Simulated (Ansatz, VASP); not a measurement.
# Two plane-wave programs on Rh

```xyz
1
Lattice="0.0000 1.8825 1.9016 1.9016 0.0000 1.9016 1.9016 1.8825 0.0000" Properties=species:S:1:pos:R:3 pbc="T T T"
Rh    0.0000    0.0000    0.0000
```

Change from the starting cell: strain -0.0100 x Voigt [0, 1, 0, 0, 0, 0], atoms carried along.

Alike in both runs: task single point; functional PBEsol; k mesh 22 × 22 × 22; occupations gaussian, width 0.15 eV; no spin polarisation.

```csv
,VASP,Ansatz
version,VASP 6.6.1,Ansatz 0.2.0
potentials or method,"VASP PAW PBE potentials, release 64 (Rh_pv), cutoff 520 eV","scalar-relativistic, plane waves, PAW"
valence electrons in the cell,15,17
```

```tsv
	VASP	Ansatz	Ansatz less VASP
gap on the k mesh at the Fermi level (eV)	none	none	-
pressure (GPa)	-2.3	-2.3	+0.03
traceless stress, the component that is largest in VASP (GPa)	1.69	1.69	+0.005
```

VASP's potentials were made for PBE, not for PBEsol. A gap of «none» marks a metal or a gap that the smearing closes. The functional is the same, so the differences come from potentials, cutoffs and numerics. VASP's potentials hold 15 valence electrons a cell and Ansatz's 17, so a difference there can come from the potentials and not from the codes.
